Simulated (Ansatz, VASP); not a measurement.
## CoO: VASP beside Ansatz

```
Co O
1.0
     1.50547    0.86918    2.43993
    -1.50547    0.86918    2.43993
     0.00000   -1.73837    2.43993
Co O
1 1
Direct
  0.00000 0.00000 0.00000
  0.50342 0.50342 0.50342
```

Change from the starting cell: all O atoms moved +0.025 Å, as atom 2 along Cartesian [0 0 1].

Alike in both runs: task single point; functional PBEsol; k mesh 18 × 18 × 18; occupations gaussian, width 0.15 eV; collinear spin.

```csv
,VASP,Ansatz
version,VASP 6.6.1,Ansatz 0.2.0
potentials or method,"VASP PAW PBE potentials, release 64 (Co, O), cutoff 520 eV","scalar-relativistic, plane waves, PAW"
valence electrons in the cell,15,23
```

|  | VASP | Ansatz | Ansatz less VASP |
| --- | --- | --- | --- |
| gap on the k mesh at the Fermi level (eV) | none | none | - |
| pressure (GPa) | -9.6 | -9.0 | +0.56 |
| traceless stress, the component that is largest in VASP (GPa) | -0.21 | -0.23 | -0.026 |
| net moment per atom (μB) | 1.45 | 1.47 | +0.014 |
| size of the moment on the site where the two differ most (μB) | 2.54 | 2.48 | -0.067 |

VASP's potentials were made for PBE, not for PBEsol. Site moments also hang on the region over which each program counts them. A gap of «none» marks a metal or a gap that the smearing closes. With one functional, cell and mesh, what is left measures potentials, basis and numerics. VASP's potentials hold 15 valence electrons a cell and Ansatz's 23, so a difference there can come from the potentials and not from the codes.
